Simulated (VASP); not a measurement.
Rb:

```
Rb
1.0
    -2.80250    2.80250    2.80250
     2.80250   -2.80250    2.80250
     2.80250    2.80250   -2.80250
Rb
1
Direct
  0.00000 0.00000 0.00000
```

```yaml
Program: VASP 6.6.1
Task: relaxation of cell and atoms
Functional: revPBE
Dispersion: D4
Potentials_or_basis: VASP PAW PBE potentials, release 64 (Rb_sv)
Cutoff: 600 eV
k_mesh: 7 × 7 × 7
Occupations: fermi-dirac, width 0.05 eV
Spin: no spin polarisation
```

At the start: pressure 0.2 GPa; volume 88.04 Å³/atom.

Question: How do energy, volume and symmetry change on relaxing?

Answer: Over 3 steps the energy falls by 3.6 meV/atom and the volume is 93.68 Å³/atom (+6.4 %); space group Im-3m (No. 229, to 0.1 Å) before and after.

The path:
```
step  energy change (eV)  largest force (eV/Å)  pressure (GPa)  volume (Å³)
   1              0.0000                0.0000            0.20        88.04
   2             -0.0015                0.0000            0.15        89.45
   3             -0.0036                0.0000            0.01        93.68
```

Final structure:
```yaml
crystal:
  lattice:
    - [-2.86105, 2.86105, 2.86105]
    - [2.86105, -2.86105, 2.86105]
    - [2.86105, 2.86105, -2.86105]
  atoms:
    - { symbol: Rb, position: [0.00000, 0.00000, 0.00000] }
```

Caveat: the PAW data sets were made with another functional, which shifts forces and pressure a little.
